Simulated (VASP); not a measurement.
A run of VASP 6.6.1:

INCAR

```
SYSTEM = MgCd2Se3
PREC = Accurate
ENCUT = 520
EDIFF = 1E-7
ISMEAR = 0
SIGMA = 0.02
LREAL = .FALSE.
LASPH = .TRUE.
NELM = 80
ALGO = Normal
ISIF = 2
LWAVE = .FALSE.
LCHARG = .TRUE.
GGA = PE
LELF = .TRUE.
LVHAR = .TRUE.
NBANDS = 31
```

Contents of KPOINTS:

```
regular mesh
0
G
  6 6 4
  0 0 0
```

POSCAR

```
MgCd2Se3
1.0
    4.3383526718     -0.0000000289      0.0000000000
   -2.1691763109      3.7571236388      0.0000000000
    0.0000000000      0.0000000000     10.5960214000
Mg Cd Se
1 2 3
Direct
    0.0000000000      0.0000000000      0.3310080000
    0.3333333333      0.6666666667      0.0044770000
    0.6666666667      0.3333333333      0.6639380000
    0.6666666667      0.3333333333      0.9166190000
    0.0000000000      0.0000000000      0.5762020000
    0.3333333333      0.6666666667      0.2577560000
```

Potentials or basis: VASP PAW PBE potentials, release 64 (Mg, Cd, Se).

Launch:

```console
$ cat potpaw_PBE.64/Mg/POTCAR potpaw_PBE.64/Cd/POTCAR potpaw_PBE.64/Se/POTCAR > POTCAR
$ mpirun -np 1 vasp_std > vasp.out
```

Hardware: 1 thread of AMD EPYC 9R45 96-Core Processor (Zen 5), on a shared host.

Question: Estimate the wall time of this run.

Answer: Run time: 69 s on 1 thread of AMD EPYC 9R45 96-Core Processor (Zen 5) (shared host), peak memory 0.31 GiB. Counts: scf iterations 16, k points 24.
